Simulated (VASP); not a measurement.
# P3C (Im-3m) in VASP: further runs

The runs below take P3C through relaxation of cell and atoms, single point, with PBE.

All numbers are computed with VASP 6.6.1; they aren't measurements. Logs are shortened: lines on timing, memory, paths and dates and some standing lists are left out, and cuts for length are marked.

### Step 1. The cell of the first run

The structure is cubic, space group Im-3m (No. 229). Conventional cell: a = 4.579 Å, b = 4.579 Å, c = 4.579 Å, α = 90.00°, β = 90.00°, γ = 90.00°. P (site symmetry 4/mmm) has 4 P at 2.29 Å and 2 C at 2.29 Å within 3.0 Å. C (site symmetry m-3m) has 6 P at 2.29 Å within 3.0 Å.

The cell was built from a structure type or drawn by symmetry, and may not be a known phase.

### Step 2. Relaxation of cell and atoms, PBE

INCAR reads:

```
SYSTEM = P3C
  PREC = Accurate
  ENCUT = 600
  EDIFF = 1E-7
  ISMEAR = 0
  SIGMA = 0.1
  LREAL = .False.
  LASPH = .True.
  NELM = 120
  ALGO = Normal
  ISIF = 3
  LWAVE = .False.
  LCHARG = .False.
  GGA = PE
  IBRION = 2
  NSW = 90
  EDIFFG = -0.04
  GGA_COMPAT = .False.
  NELMIN = 4
```

KPOINTS reads:

```
Automatic mesh
0
Gamma
  6 6 6
  0 0 0
```

POSCAR reads:

```
P3C
1.0
   -2.2896230861      2.2896230861      2.2896230861
    2.2896230861     -2.2896230861      2.2896230861
    2.2896230861      2.2896230861     -2.2896230861
P C
3 1
Direct
    0.0000000000      0.5000000000      0.5000000000
    0.5000000000      0.0000000000      0.5000000000
    0.5000000000      0.5000000000      0.0000000000
    0.0000000000      0.0000000000      0.0000000000
```

Potentials or basis: VASP PAW PBE potentials, release 64 (P, C).

Launch:

```
$ cat potpaw_PBE.64/P/POTCAR potpaw_PBE.64/C/POTCAR > POTCAR
$ mpirun -np 1 vasp_std > vasp.out
```

OUTCAR:

```text
SYSTEM = P3C
   PREC = Accurate
   ENCUT = 600
   EDIFF = 1E-7
   ISMEAR = 0
   LREAL = .False.
   LASPH = .True.
   NELM = 120
   ISIF = 3
   GGA = PE
   IBRION = 2
   NSW = 90
   EDIFFG = -0.04
   NELMIN = 4

 ion  position               nearest neighbor table
   1  0.000  0.500  0.500-   2 2.29   3 2.29   4 2.29   4 2.29   3 2.29   2 2.29
   2  0.500  0.000  0.500-   1 2.29   3 2.29   4 2.29   3 2.29   4 2.29   1 2.29
   3  0.500  0.500  0.000-   1 2.29   2 2.29   4 2.29   2 2.29   1 2.29   4 2.29
   4  0.000  0.000  0.000-   1 2.29   2 2.29   3 2.29   1 2.29   2 2.29   3 2.29

  LATTYP: Found a body centered cubic cell.
 ALAT       =     4.5792461722

  Lattice vectors:

 A1 = (  -2.2896230861,   2.2896230861,   2.2896230861)
 A2 = (   2.2896230861,  -2.2896230861,   2.2896230861)
 A3 = (   2.2896230861,   2.2896230861,  -2.2896230861)

Analysis of symmetry for initial positions (statically):
=====================================================================
 Subroutine PRICEL returns:
 Original cell was already a primitive cell.

 Routine SETGRP: Setting up the symmetry group for a
 body centered cubic supercell.

 Subroutine GETGRP returns: Found 48 space group operations
 (whereof 48 operations were pure point group operations)
 out of a pool of 48 trial point group operations.

The static configuration has the point symmetry O_h .

Analysis of symmetry for dynamics (positions and initial velocities):
=====================================================================
 Subroutine PRICEL returns:
 Original cell was already a primitive cell.

 Routine SETGRP: Setting up the symmetry group for a
 body centered cubic supercell.

 Subroutine GETGRP returns: Found 48 space group operations
 (whereof 48 operations were pure point group operations)
 out of a pool of 48 trial point group operations.

The dynamic configuration has the point symmetry O_h .

 Subroutine INISYM returns: Found 48 space group operations
 (whereof 48 operations are pure point group operations),
 and found     1 'primitive' translations

----------------------------------------------------------------------------------------

                                     Primitive cell

  volume of cell :      48.0122

  direct lattice vectors                    reciprocal lattice vectors
    -2.289623086  2.289623086  2.289623086     0.000000000  0.218376554  0.218376554
     2.289623086 -2.289623086  2.289623086     0.218376554  0.000000000  0.218376554
     2.289623086  2.289623086 -2.289623086     0.218376554  0.218376554  0.000000000

  length of vectors
     3.965743515  3.965743515  3.965743515     0.308831085  0.308831085  0.308831085

  position of ions in fractional coordinates (direct lattice)
     0.000000000  0.500000000  0.500000000
     0.500000000  0.000000000  0.500000000
     0.500000000  0.500000000  0.000000000
     0.000000000  0.000000000  0.000000000

  ion indices of the primitive-cell ions
   primitive index   ion index
                 1           1
                 2           2
                 3           3
                 4           4

----------------------------------------------------------------------------------------

 KPOINTS: Automatic mesh

Automatic generation of k-mesh.
 Grid dimensions read from file:
 generate k-points for:    6    6    6

 Generating k-lattice:

  Cartesian coordinates                     Fractional coordinates (reciprocal lattice)
     0.000000000  0.036396092  0.036396092     0.166666667  0.000000000  0.000000000
[... 66 lines left out ...]
   EFERMI_NEDOS =   21; number of points for ismear=-14 and -15
   IALGO  =     38    algorithm
   IMIX   =      4    mixing-type and parameters
     AMIX     =   0.40;   BMIX     =  1.00
     AMIX_MAG =   1.60;   BMIX_MAG =  1.00
  volume/ion in A,a.u.               =      12.00        81.00
  Fermi-wavevector in a.u.,A,eV,Ry     =   1.201919  2.271298 19.655118  1.444610
  Thomas-Fermi vector in A             =   2.337715
   LORBIT       =      0    0 simple, 1 ext, 2 COOP (PROOUT), +10 PAW based schemes
   GGA     = PE    functional components
   LHFCALC =     F    Hartree Fock is set to
   AEXX    =    0.0000 exact exchange contribution
   IVDW    =     0    specifies the selected vdW correction
   LEPSILON=     F    determine dielectric tensor
   LRPA    =     F    only Hartree local field effects (RPA)
 conjugate gradient relaxation of ions
 non-spin polarized calculation
 Gauss-broadening in eV      SIGMA  =   0.10
  energy-cutoff  :      600.00
  volume of cell :       48.01
 maximum number of plane-waves:      1638
   NGX = 15   NGY = 15   NGZ = 15

--------------------------------------- Ionic step        1  -------------------------------------------

 number of electron      19.0000001 magnetization

 Free energy of the ion-electron system (eV)
  ---------------------------------------------------
  ext. energy  EPLUGINS =         0.00000000
  ---------------------------------------------------
  free energy    TOTEN  =       -21.74993515 eV

  energy without entropy =      -21.73607137  energy(sigma->0) =      -21.74300326

------------------------ aborting loop because EDIFF is reached ----------------------------------------

  FORCE on cell =-STRESS in cart. coord.  units (eV):
  Direction    XX          YY          ZZ          XY          YZ          ZX
  --------------------------------------------------------------------------------------
  -------------------------------------------------------------------------------------
  Total       -0.2420631     -0.2420631     -0.2420631      0.0000000     -0.0000000      0.0000000
  in kB       -8.0776904     -8.0776904     -8.0776904      0.0000000     -0.0000000      0.0000000
  external PRESSURE =      -8.0776904 kB  Pullay stress =       0.0000000 kB

 VOLUME and BASIS-vectors are now :
 -----------------------------------------------------------------------------
  energy-cutoff  :      600.00
  volume of cell :       48.01
      direct lattice vectors                 reciprocal lattice vectors
    -2.289623086  2.289623086  2.289623086     0.000000000  0.218376554  0.218376554
     2.289623086 -2.289623086  2.289623086     0.218376554  0.000000000  0.218376554
     2.289623086  2.289623086 -2.289623086     0.218376554  0.218376554  0.000000000

 POSITION                                       TOTAL-FORCE (eV/Angst)
 -----------------------------------------------------------------------------------
      2.28962      0.00000      0.00000        -0.000000     -0.000000     -0.000000
      0.00000      2.28962      0.00000        -0.000000      0.000000      0.000000
      0.00000      0.00000      2.28962         0.000000      0.000000      0.000000
      0.00000      0.00000      0.00000         0.000000     -0.000000      0.000000
 -----------------------------------------------------------------------------------
    total drift:                               -0.000000     -0.000000      0.000000

  FREE ENERGIE OF THE ION-ELECTRON SYSTEM (eV)
  ---------------------------------------------------
  free  energy   TOTEN  =       -21.7499351479 eV

  energy  without entropy=      -21.7360713685  energy(sigma->0) =      -21.74300326

--------------------------------------- Ionic step        2  -------------------------------------------

 number of electron      19.0000000 magnetization

 Free energy of the ion-electron system (eV)
  ---------------------------------------------------
  ext. energy  EPLUGINS =         0.00000000
  ---------------------------------------------------
  free energy    TOTEN  =       -21.75041290 eV

  energy without entropy =      -21.73649896  energy(sigma->0) =      -21.74345593

 E-fermi :  10.2985     XC(G=0): -11.7695

 val. band max:       10.2949595749   @ k =   0.3333   0.1667   0.0000
 cond. band min:      10.3920062456   @ k =   0.3333   0.1667   0.1667
 fundamental gap:      0.0970466707
 Fermi energy:        10.2984745542

 k-point     1 :       0.0000    0.0000    0.0000
  band No.  band energies     occupation
      1      -7.3325      2.00000
      2       2.9120      2.00000
      3       3.6822      2.00000
      4       3.6822      2.00000
      5       4.2761      2.00000
      6       4.2761      2.00000
      7       4.2761      2.00000
      8       5.5601      2.00000
      9       5.5601      2.00000
     10       5.5601      2.00000
     11      11.6523      0.00000
     12      11.6523      0.00000
     13      11.6523      0.00000
[... 226 lines left out ...]
  band No.  band energies     occupation
      1      -2.5104      2.00000
      2      -2.5104      2.00000
      3      -1.3730      2.00000
      4       0.9019      2.00000
      5       0.9019      2.00000
      6       0.9019      2.00000
      7       8.4634      2.00000
      8       8.4634      2.00000
      9       8.4634      2.00000
     10      10.1925      1.86592
     11      15.9618      0.00000
     12      15.9618      0.00000
     13      15.9618      0.00000

------------------------ aborting loop because EDIFF is reached ----------------------------------------

  FORCE on cell =-STRESS in cart. coord.  units (eV):
  Direction    XX          YY          ZZ          XY          YZ          ZX
  --------------------------------------------------------------------------------------
  -------------------------------------------------------------------------------------
  Total        0.1325653      0.1325653      0.1325653      0.0000000      0.0000000      0.0000000
  in kB        4.4627001      4.4627001      4.4627001      0.0000000      0.0000000      0.0000000
  external PRESSURE =       4.4627001 kB  Pullay stress =       0.0000000 kB

 VOLUME and BASIS-vectors are now :
 -----------------------------------------------------------------------------
  energy-cutoff  :      600.00
  volume of cell :       47.59
      direct lattice vectors                 reciprocal lattice vectors
    -2.282938665  2.282938665  2.282938665     0.000000000  0.219015959  0.219015959
     2.282938665 -2.282938665  2.282938665     0.219015959  0.000000000  0.219015959
     2.282938665  2.282938665 -2.282938665     0.219015959  0.219015959  0.000000000

 POSITION                                       TOTAL-FORCE (eV/Angst)
 -----------------------------------------------------------------------------------
      0.00000      2.28294      2.28294         0.000000     -0.000000     -0.000000
      2.28294      0.00000      2.28294        -0.000000      0.000000     -0.000000
      0.00000      0.00000      2.28294        -0.000000      0.000000     -0.000000
     -2.28294      2.28294      2.28294         0.000000     -0.000000      0.000000
 -----------------------------------------------------------------------------------
    total drift:                               -0.000000     -0.000000      0.000000

  FREE ENERGIE OF THE ION-ELECTRON SYSTEM (eV)
  ---------------------------------------------------
  free  energy   TOTEN  =       -21.7504129032 eV

  energy  without entropy=      -21.7364989599  energy(sigma->0) =      -21.74345593

 reached required accuracy - stopping structural energy minimisation
```

Run time: 27 s. Hardware: 1 thread of Intel Xeon 8259CL, shared host; peak memory 0.17 GiB.

Results:

```
Free energy                           : -21.7504 eV
Relaxed volume                        : 11.90 Å³/atom
Relaxed cell                          : a = 3.954 Å, b = 3.954 Å, c = 3.954 Å, α = 109.47°, β = 109.47°, γ = 109.47°
Space group after relaxing (to 0.1 Å) : Im-3m (No. 229)
Energy gained by relaxing             : 0.1 meV/atom
Ionic steps                           : 2
Pressure after relaxing               : 0.4 GPa
Band gap on the k mesh                : zero (an odd number of electrons rules out a gap without spin polarisation)
```

Step by step:
```tsv
step	energy change (eV)	largest force (eV/Å)	pressure (GPa)	volume (Å³)
1	0.0000	0.0000	-0.81	48.01
2	-0.0005	0.0000	0.45	47.59
```

Final structure:
```
CELL_PARAMETERS angstrom
-2.28294 2.28294 2.28294
2.28294 -2.28294 2.28294
2.28294 2.28294 -2.28294
ATOMIC_POSITIONS crystal
P 0.00000 0.50000 0.50000
P 0.50000 0.00000 0.50000
P 0.50000 0.50000 0.00000
C 0.00000 0.00000 0.00000
```

### Step 3. Single point, PBE

This run uses another cell than the first one, of 11.93 Å³/atom.

INCAR reads:

```
SYSTEM = P3C
  PREC = Accurate
  ENCUT = 600
  EDIFF = 1E-6
  ISMEAR = 0
  SIGMA = 0.1
  LREAL = .False.
  LASPH = .True.
  NELM = 120
  ALGO = Normal
  ISIF = 2
  LWAVE = .False.
  LCHARG = .False.
  GGA = PE
  NBANDS = 18
  GGA_COMPAT = .False.
```

KPOINTS reads:

```
Automatic mesh
0
Gamma
  14 14 14
  0 0 0
```

POSCAR reads:

```
P3C
1.0
   -2.2849078562      2.2849078562      2.2849078562
    2.2849078562     -2.2849078562      2.2849078562
    2.2849078562      2.2849078562     -2.2849078562
P C
3 1
Direct
    0.0000000000      0.5000000000      0.5000000000
    0.5000000000      0.0000000000      0.5000000000
    0.5000000000      0.5000000000      0.0000000000
    0.0000000000      0.0000000000      0.0000000000
```

Potentials or basis: VASP PAW PBE potentials, release 64 (P, C).

Launch:

```
$ cat potpaw_PBE.64/P/POTCAR potpaw_PBE.64/C/POTCAR > POTCAR
$ mpirun -np 1 vasp_std > vasp.out
```

Run time: 76 s. Hardware: 1 thread of Intel Xeon 8259CL, shared host; peak memory 0.23 GiB.

Results (log left out):

| Item | Value |
| --- | --- |
| Free energy | -21.7379 eV |
| Pressure | -0.3 GPa |
| Band gap on the k mesh | zero (an odd number of electrons rules out a gap without spin polarisation) |

Levels at points of the mesh, in eV from the Fermi level:
```tsv
k point	band 5	band 6	band 7	band 8	band 9	band 10	band 11	band 12	band 13	band 14
(0.00, 0.00, 0.00)	-5.98	-5.98	-5.98	-4.71	-4.71	-4.71	1.40	1.40	1.40	5.54
(0.50, 0.00, 0.00)	-6.99	-5.92	-2.29	-2.25	-0.72	-0.35	0.60	1.97	4.61	4.65
(0.50, 0.50, 0.50)	-9.35	-9.35	-1.81	-1.81	-1.81	-0.12	5.70	5.70	5.70	7.33
```

### Step 4. Relaxation of cell and atoms, PBE

INCAR reads:

```
PREC = Accurate ; ENCUT = 600
EDIFF = 1E-7 ; ISMEAR = 0
SIGMA = 0.1 ; LREAL = False
LASPH = True ; NELM = 120
ALGO = Normal ; ISIF = 3
LWAVE = False ; LCHARG = False
GGA = PE ; IBRION = 2
NSW = 100 ; EDIFFG = -0.01
GGA_COMPAT = False ; NELMIN = 4
```

KPOINTS reads:

```
regular mesh
0
Gamma
  14 14 14
```

POSCAR reads:

```
P3C
1.0
   -2.2881261179      2.2881261179      2.2881261179
    2.2881261179     -2.2881261179      2.2881261179
    2.2881261179      2.2881261179     -2.2881261179
P C
3 1
Direct
    0.0000000000      0.5000000000      0.5000000000
    0.5000000000      0.0000000000      0.5000000000
    0.5000000000      0.5000000000      0.0000000000
    0.0000000000      0.0000000000      0.0000000000
```

Launch:

```
$ cat potpaw_PBE.64/P/POTCAR potpaw_PBE.64/C/POTCAR > POTCAR
$ mpirun -np 1 vasp_std > vasp.out
```

It took 2.2 min on 1 thread of Intel Xeon 8259CL, shared host; peak memory 0.22 GiB.

Results (log left out):

```
Free energy                           : -21.7381 eV
Relaxed volume                        : 11.90 Å³/atom
Relaxed cell                          : a = 3.954 Å, b = 3.954 Å, c = 3.954 Å, α = 109.47°, β = 109.47°, γ = 109.47°
Space group after relaxing (to 0.1 Å) : Im-3m (No. 229)
Energy gained by relaxing             : 0.2 meV/atom
Ionic steps                           : 3
Pressure after relaxing               : 0.0 GPa
Band gap on the k mesh                : zero (an odd number of electrons rules out a gap without spin polarisation)
```

The path:
| step | energy change (eV) | largest force (eV/Å) | pressure (GPa) | volume (Å³) |
| --- | --- | --- | --- | --- |
| 1 | 0.0000 | 0.0000 | -0.94 | 47.92 |
| 2 | -0.0007 | 0.0000 | 0.52 | 47.43 |
| 3 | -0.0009 | 0.0000 | 0.00 | 47.60 |

Final structure:
```xyz
4
Lattice="-2.2831 2.2831 2.2831 2.2831 -2.2831 2.2831 2.2831 2.2831 -2.2831" Properties=species:S:1:pos:R:3 pbc="T T T"
P     2.2831    0.0000    0.0000
P     0.0000    2.2831    0.0000
P     0.0000    0.0000    2.2831
C     0.0000    0.0000    0.0000
```

Levels at points of the mesh, in eV from the Fermi level:
| k point | band 5 | band 6 | band 7 | band 8 | band 9 | band 10 | band 11 | band 12 | band 13 |
| --- | --- | --- | --- | --- | --- | --- | --- | --- | --- |
| (0.00, 0.00, 0.00) | -5.99 | -5.99 | -5.99 | -4.72 | -4.72 | -4.72 | 1.38 | 1.38 | 1.38 |
| (0.50, 0.00, 0.00) | -7.01 | -5.94 | -2.30 | -2.25 | -0.72 | -0.35 | 0.60 | 1.98 | 4.64 |
| (0.50, 0.50, 0.50) | -9.37 | -9.37 | -1.81 | -1.81 | -1.81 | -0.09 | 5.69 | 5.69 | 5.69 |

### Step 5. Summary

| task | cell | k mesh | gap on the mesh (eV) | pressure (GPa) | relaxed volume (Å³/atom) |
| --- | --- | --- | --- | --- | --- |
| relaxation of cell and atoms | relaxed from a = 3.966 Å, angles 109.5°, 4 atoms | 6 × 6 × 6 | none | 0.4 | 11.90 |
| single point | a = 3.958 Å, angles 109.5°, 4 atoms | 14 × 14 × 14 | none | -0.3 | - |
| relaxation of cell and atoms | relaxed from a = 3.963 Å, angles 109.5°, 4 atoms | 14 × 14 × 14 | none | 0.0 | 11.90 |

Alike in all rows: level PBE; potentials or basis VASP PAW PBE potentials, release 64 (P, C); no spin polarisation; cutoff (eV) 600; smearing gaussian 0.1 eV.

Absolute energies hang on the potentials; compare differences alone.
